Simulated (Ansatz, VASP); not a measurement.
# MgB2 in VASP and in Ansatz

File INCAR:

```
PREC = Accurate
ENCUT = 520
EDIFF = 1E-8
ISMEAR = 0
SIGMA = 0.05
LREAL = F
LASPH = T
NELM = 80
ALGO = Normal
ISIF = 2
LWAVE = F
LCHARG = F
GGA = PE
LEFG = T
NBANDS = 11
```

Contents of KPOINTS:

```
regular mesh
0
Gamma
  14 14 12
```

Contents of POSCAR:

```
MgB2
1.0
    3.0767859579      0.0000000000      0.0000000000
   -1.5383929789      2.6645748015      0.0000000000
    0.0000000000      0.0000000000      3.5196969375
Mg B
1 2
Direct
    0.0000000000      0.0000000000      0.0000000000
    0.3333333333      0.6666666667      0.5000000000
    0.6666666667      0.3333333333      0.5000000000
```

Input for Ansatz:

```yaml
crystal:
  lattice:
    - [3.0767859579, 0.0, 0.0]
    - [-1.5383929789, 2.6645748015, 0.0]
    - [0.0, 0.0, 3.5196969375]
  atoms:
    - { symbol: Mg, position: [0.0, 0.0, 0.0] }
    - { symbol: B, position: [0.3333333333, 0.6666666667, 0.5] }
    - { symbol: B, position: [0.6666666667, 0.3333333333, 0.5] }
basis:
  ecutwfc: 420
  ecutrho_ratio: 4
kpoints:
  mp_grid: { grid: [14, 14, 12] }
hamiltonian:
  xc: pbe
scf:
  occupations: { method: gaussian, width: 0.05 }
output:
  forces: true
  stress: true
  eigenvalues: true
  efg:
    contact_densities: true
    quadrupole_moments_barn: { B: 0.04059, Mg: 0.1994 }
```

Alike in both runs: task electric field gradients; functional PBE; k mesh 14 × 14 × 12; occupations gaussian, width 0.05 eV; no spin polarisation.

```csv
,VASP,Ansatz
version,VASP 6.6.1,Ansatz 0.2.0
potentials or method,"VASP PAW PBE potentials, release 64 (Mg, B), cutoff 520 eV","scalar-relativistic, plane waves, PAW"
valence electrons in the cell,8,16
```

VASP gave:

- gap on the k mesh at the Fermi level (eV): none
- pressure (GPa): -0.3
- traceless stress, the component that is largest in VASP (GPa): -0.14
- size of Vzz on the site where it differs most (V/Å²): 0.3

**Question.** Which values does Ansatz return?

**Answer.** gap on the k mesh at the Fermi level (eV): none; pressure (GPa): 0.0; traceless stress, the component that is largest in VASP (GPa): -0.01; size of Vzz on the site where it differs most (V/Å²): 3.0.

A gap of «none» marks a metal or a gap that the smearing closes. VASP's potentials hold 8 valence electrons a cell and Ansatz's 16, so a difference there can come from the potentials and not from the codes.
